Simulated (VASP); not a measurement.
Wanted: the native input for a VASP 6.6.1 run.

* Task: single point
* Functional: PBE
* Potentials or basis: VASP PAW PBE potentials, release 64 (Sn_d, O)
* Cutoff: 520 eV
* k mesh: 12 × 12 × 12
* Occupations: gaussian, width 0.05 eV
* Spin: no spin polarisation
* Dipole correction: no
* Further INCAR settings: ALGO = Normal; EDIFF = 1e-06; NBANDS = 20

The structure of SnO2 lies in POSCAR:

```
SnO2
1.0
    1.6437000000      0.9489906375      5.3117000000
   -1.6437000000      0.9489906375      5.3117000000
    0.0000000000     -1.8979812749      5.3117000000
Sn O
1 2
Direct
    0.5000000000      0.5000000000      0.5000000000
    0.2348826742      0.2348826742      0.2348826742
    0.7651173258      0.7651173258      0.7651173258
```

One way to write it, as run:

INCAR

```
SYSTEM = SnO2
  PREC = Accurate
  ENCUT = 520
  EDIFF = 1E-6
  ISMEAR = 0
  SIGMA = 0.05
  LREAL = .FALSE.
  LASPH = .TRUE.
  NELM = 80
  ALGO = Normal
  ISIF = 2
  LWAVE = .FALSE.
  LCHARG = .FALSE.
  GGA = PE
  NBANDS = 20
```

KPOINTS

```
regular mesh
0
G
  12 12 12
  0 0 0
```

Potentials or basis: VASP PAW PBE potentials, release 64 (Sn_d, O).

Command:

```console
$ cat potpaw_PBE.64/Sn_d/POTCAR potpaw_PBE.64/O/POTCAR > POTCAR
$ mpirun -np 1 vasp_std > vasp.out
```

Results of the run:

```
Pressure               : -9.0 GPa
Largest force          : 1.143 eV/Å
Band gap on the k mesh : 1.76 eV (least direct gap 1.89 eV)
```

Caveat: the cell stands under tension; spin-orbit coupling is left out, which moves the levels of the heavy elements; forces of over 1 eV/Å act on the atoms, so gaps and moduli don't describe the material at rest.

It took 3.9 min on 1 thread of AMD EPYC 9R45 96-Core Processor (Zen 5), on a shared host, peak memory 0.34 GiB.
